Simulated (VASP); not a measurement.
# Be3Te (P4/mmm) in VASP: single point with PBE

Aim: the single point of Be3Te with PBE.

Program: VASP 6.6.1. These are calculated values, not measurements. Logs are shortened: lines on timing, memory, paths and dates and some standing lists are left out, and cuts for length are marked.

### 1 The cell of the first run

It takes space group P4/mmm (No. 123, tetragonal). The conventional cell has a = 3.677 Å, b = 3.677 Å, c = 4.096 Å, α = 90.00°, β = 90.00°, γ = 90.00°. Within 3.4 Å of Be (site symmetry mmm) lie 8 Be at 2.60 to 2.75 Å and 4 Te at 2.75 Å. Be (site symmetry 4/mmm) has 4 Te at 2.60 Å and 8 Be at 2.75 Å within 3.4 Å. Te (site symmetry 4/mmm) has 12 Be at 2.60 to 2.75 Å within 3.4 Å.

The cell was generated, and may not be a known phase.

### 2 Single point, PBE

INCAR reads:

```
ALGO = Normal
EDIFF = 1E-6
ENCUT = 600
GGA = PE
GGA_COMPAT = False
ISIF = 2
ISMEAR = 0
LASPH = True
LCHARG = False
LREAL = False
LWAVE = False
NBANDS = 14
NELM = 120
PREC = Accurate
SIGMA = 0.2
```

KPOINTS reads:

```
k-points
0
Gamma
  5 5 4
```

POSCAR reads:

```
Be3Te
1.0
    3.6769817979      0.0000000000      0.0000000000
    0.0000000000      3.6769817979      0.0000000000
    0.0000000000      0.0000000000      4.0964387166
Be Te
3 1
Direct
    0.0000000000      0.5000000000      0.5000000000
    0.5000000000      0.0000000000      0.5000000000
    0.0000000000      0.0000000000      0.0000000000
    0.5000000000      0.5000000000      0.0000000000
```

Potentials or basis: VASP PAW PBE potentials, release 64 (Be, Te).

Run with:

```sh
cat potpaw_PBE.64/Be/POTCAR potpaw_PBE.64/Te/POTCAR > POTCAR
mpirun -np 1 vasp_std > vasp.out
```

OUTCAR:

```text
EDIFF = 1E-6
   ENCUT = 600
   GGA = PE
   ISIF = 2
   ISMEAR = 0
   LASPH = True
   LREAL = False
   NELM = 120
   PREC = Accurate

 ion  position               nearest neighbor table
   1  0.000  0.500  0.500-   4 2.75   4 2.75   4 2.75   4 2.75
   2  0.500  0.000  0.500-   4 2.75   4 2.75   4 2.75   4 2.75
   3  0.000  0.000  0.000-   4 2.60   4 2.60   4 2.60   4 2.60
   4  0.500  0.500  0.000-   3 2.60   3 2.60   3 2.60   3 2.60   2 2.75   2 2.75   2 2.75   2 2.75
                             1 2.75   1 2.75   1 2.75   1 2.75

  LATTYP: Found a simple tetragonal cell.
 ALAT       =     3.6769817979
 C/A-ratio  =     1.1140764197

  Lattice vectors:

 A1 = (   3.6769817979,   0.0000000000,   0.0000000000)
 A2 = (   0.0000000000,   3.6769817979,   0.0000000000)
 A3 = (   0.0000000000,   0.0000000000,   4.0964387166)

Analysis of symmetry for initial positions (statically):
=====================================================================
 Subroutine PRICEL returns:
 Original cell was already a primitive cell.

 Routine SETGRP: Setting up the symmetry group for a
 simple tetragonal supercell.

 Subroutine GETGRP returns: Found 16 space group operations
 (whereof 16 operations were pure point group operations)
 out of a pool of 16 trial point group operations.

The static configuration has the point symmetry D_4h.

Analysis of symmetry for dynamics (positions and initial velocities):
=====================================================================
 Subroutine PRICEL returns:
 Original cell was already a primitive cell.

 Routine SETGRP: Setting up the symmetry group for a
 simple tetragonal supercell.

 Subroutine GETGRP returns: Found 16 space group operations
 (whereof 16 operations were pure point group operations)
 out of a pool of 16 trial point group operations.

The dynamic configuration has the point symmetry D_4h.

 Subroutine INISYM returns: Found 16 space group operations
 (whereof 16 operations are pure point group operations),
 and found     1 'primitive' translations

----------------------------------------------------------------------------------------

                                     Primitive cell

  volume of cell :      55.3847

  direct lattice vectors                    reciprocal lattice vectors
     3.676981798  0.000000000  0.000000000     0.271962184  0.000000000  0.000000000
     0.000000000  3.676981798  0.000000000     0.000000000  0.271962184  0.000000000
[... 96 lines left out ...]
   EFERMI =   0.00;   METHOD = LEGACY
   ISMEAR =     0;   SIGMA  =   0.20  broadening in eV -4-tet -1-fermi 0-gaus
   EFERMI_NEDOS =   21; number of points for ismear=-14 and -15
   IALGO  =     38    algorithm
   IMIX   =      4    mixing-type and parameters
     AMIX     =   0.40;   BMIX     =  1.00
     AMIX_MAG =   1.60;   BMIX_MAG =  1.00
  volume/ion in A,a.u.               =      13.85        93.44
  Fermi-wavevector in a.u.,A,eV,Ry     =   0.983268  1.858108 13.154342  0.966817
  Thomas-Fermi vector in A             =   2.114414
   LORBIT       =      0    0 simple, 1 ext, 2 COOP (PROOUT), +10 PAW based schemes
   GGA     = PE    functional components
   LHFCALC =     F    Hartree Fock is set to
   AEXX    =    0.0000 exact exchange contribution
   IVDW    =     0    specifies the selected vdW correction
   LEPSILON=     F    determine dielectric tensor
   LRPA    =     F    only Hartree local field effects (RPA)
 non-spin polarized calculation
 Gauss-broadening in eV      SIGMA  =   0.20
  energy-cutoff  :      600.00
  volume of cell :       55.38
 maximum number of plane-waves:      1865
 NGX is ok and might be reduce to    30
   NGX = 15   NGY = 15   NGZ = 17

 number of electron      12.0000000 magnetization

 Free energy of the ion-electron system (eV)
  ---------------------------------------------------
  ext. energy  EPLUGINS =         0.00000000
  ---------------------------------------------------
  free energy    TOTEN  =       -11.17690545 eV

  energy without entropy =      -11.14797734  energy(sigma->0) =      -11.16244140

 E-fermi :   8.0644     XC(G=0): -10.2242

 val. band max:        7.9830081938   @ k =   0.0000   0.0000   0.5000
 cond. band min:       8.0967820079   @ k =   0.4000   0.0000   0.0000
 fundamental gap:      0.1137738141
 Fermi energy:         8.0643736872

 k-point     1 :       0.0000    0.0000    0.0000
  band No.  band energies     occupation
      1      -6.6205      2.00000
      2       2.4141      2.00000
      3       3.7390      2.00000
      4       3.7390      2.00000
      5       4.5577      2.00000
      6       7.8156      1.92146
      7       8.6837      0.00001
      8      11.4643      0.00000
      9      11.4643      0.00000
     10      12.0404      0.00000
     11      12.5123      0.00000
     12      13.5719      0.00000
     13      13.5719      0.00000
     14      16.0858      0.00000
[... 275 lines left out ...]
      1      -4.1063      2.00000
      2       1.1403      2.00000
      3       1.2344      2.00000
      4       1.2397      2.00000
      5       3.9571      2.00000
      6       5.8743      2.00000
      7       6.0540      2.00000
      8       7.0104      2.00000
      9      15.0745      0.00000
     10      15.4059      0.00000
     11      15.5145      0.00000
     12      16.6411      0.00000
     13      16.6697      0.00000
     14      17.5198      0.00000

------------------------ aborting loop because EDIFF is reached ----------------------------------------

  FORCE on cell =-STRESS in cart. coord.  units (eV):
  Direction    XX          YY          ZZ          XY          YZ          ZX
  --------------------------------------------------------------------------------------
  -------------------------------------------------------------------------------------
  Total        0.0425833      0.0425833     -0.1165026      0.0000000      0.0000000     -0.0000000
  in kB        1.2318589      1.2318589     -3.3702078      0.0000000      0.0000000     -0.0000000
  external PRESSURE =      -0.3021634 kB  Pullay stress =       0.0000000 kB

 VOLUME and BASIS-vectors are now :
 -----------------------------------------------------------------------------
  energy-cutoff  :      600.00
  volume of cell :       55.38
      direct lattice vectors                 reciprocal lattice vectors
     3.676981798  0.000000000  0.000000000     0.271962184  0.000000000  0.000000000
     0.000000000  3.676981798  0.000000000     0.000000000  0.271962184  0.000000000
     0.000000000  0.000000000  4.096438717     0.000000000  0.000000000  0.244114478

 POSITION                                       TOTAL-FORCE (eV/Angst)
 -----------------------------------------------------------------------------------
      0.00000      1.83849      2.04822         0.000000      0.000000      0.000000
      1.83849      0.00000      2.04822         0.000000      0.000000      0.000000
      0.00000      0.00000      0.00000         0.000000      0.000000      0.000000
      1.83849      1.83849      0.00000         0.000000      0.000000      0.000000
 -----------------------------------------------------------------------------------
    total drift:                               -0.000000      0.000000      0.000000

  FREE ENERGIE OF THE ION-ELECTRON SYSTEM (eV)
  ---------------------------------------------------
  free  energy   TOTEN  =       -11.1769054522 eV

  energy  without entropy=      -11.1479773450  energy(sigma->0) =      -11.16244140
```

OSZICAR:

```text
N       E                     dE             d eps       ncg     rms          rms(c)
DAV:   1     0.267370820509E+02    0.26737E+02   -0.50717E+03   504   0.785E+02
DAV:   2    -0.947807080796E+01   -0.36215E+02   -0.33968E+02   654   0.126E+02
DAV:   3    -0.113830260187E+02   -0.19050E+01   -0.18863E+01   654   0.284E+01
DAV:   4    -0.114098415142E+02   -0.26815E-01   -0.26793E-01   614   0.405E+00
DAV:   5    -0.114103559225E+02   -0.51441E-03   -0.51438E-03   658   0.597E-01    0.116E+01
DAV:   6    -0.112057992267E+02    0.20456E+00   -0.29305E-01   576   0.236E+00    0.720E+00
DAV:   7    -0.111815842098E+02    0.24215E-01   -0.20107E-01   638   0.194E+00    0.238E+00
DAV:   8    -0.111773022657E+02    0.42819E-02   -0.21617E-02   552   0.806E-01    0.774E-01
DAV:   9    -0.111769117037E+02    0.39056E-03   -0.28866E-03   656   0.255E-01    0.203E-01
DAV:  10    -0.111769059648E+02    0.57389E-05   -0.10914E-04   588   0.651E-02    0.508E-02
DAV:  11    -0.111769054522E+02    0.51265E-06   -0.25481E-06   654   0.107E-02
   1 F= -.11176905E+02 E0= -.11162441E+02  d E =-.289281E-01
```

It took 14 s on 1 thread of Intel Xeon Platinum 8488C (Sapphire Rapids), shared host; peak memory 0.18 GiB.

Results:

| Quantity | Value |
| --- | --- |
| Free energy | -11.1769 eV |
| Pressure | 0.0 GPa |
| Band gap on the k mesh | zero (bands 6 and 7 overlap by 3.08 eV) |

Stress tensor (GPa, compression positive):
```
 0.12  0.00  0.00
 0.00  0.12  0.00
 0.00  0.00 -0.34
```

Levels at points of the mesh, in eV from the Fermi level:
```tsv
k point	band 4	band 5	band 6	band 7	band 8	band 9
(0.00, 0.00, 0.00)	-4.33	-3.51	-0.25	0.62	3.40	3.40
(0.00, 0.00, 0.50)	-3.26	-0.10	-0.10	-0.08	0.78	0.91
```

Caveat: the k points lie up to 0.38 Å⁻¹ apart, too coarse for converged energies and pressures of a metal; spin-orbit coupling is left out, which moves the levels of the heavy elements.

The gap in the log of VASP goes by the Fermi energy; the results here count the filled bands.